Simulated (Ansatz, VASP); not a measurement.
# One calculation of TaN, two programs

```
Ta N
1.0
     3.02754    0.00000    0.00000
    -1.51377    2.62193    0.00000
     0.00000    0.00000    4.88499
Ta N
2 2
Direct
  0.00000 0.00000 0.00000
  0.00000 0.00000 0.50000
  0.33333 0.66667 0.25000
  0.66667 0.33333 0.75000
```

Change from the starting cell: volume scaled by 0.98.

Alike in both runs: task single point; functional PBEsol; k mesh 11 × 11 × 6; occupations fermi-dirac, width 0.01 eV; no spin polarisation.

|  | VASP | Ansatz |
| --- | --- | --- |
| version | VASP 6.6.1 | Ansatz 0.2.0 |
| potentials or method | VASP PAW PBE potentials, release 64 (Ta_pv, N), cutoff 520 eV | all-electron LAPW, scalar-relativistic |

```tsv
	VASP	Ansatz	Ansatz less VASP
pressure (GPa)	61.0	58.5	-2.52
traceless stress, the component that is largest in VASP (GPa)	58.03	57.14	-0.888
```

VASP's potentials were made for PBE, not for PBEsol. Both programs put the cell under a high pressure, so it lies far from rest at this level. Ansatz ran all-electron here, and VASP with PAW potentials.

Neither program's run includes spin-orbit coupling. Noted on VASP's run: the cell as given lies far from equilibrium.
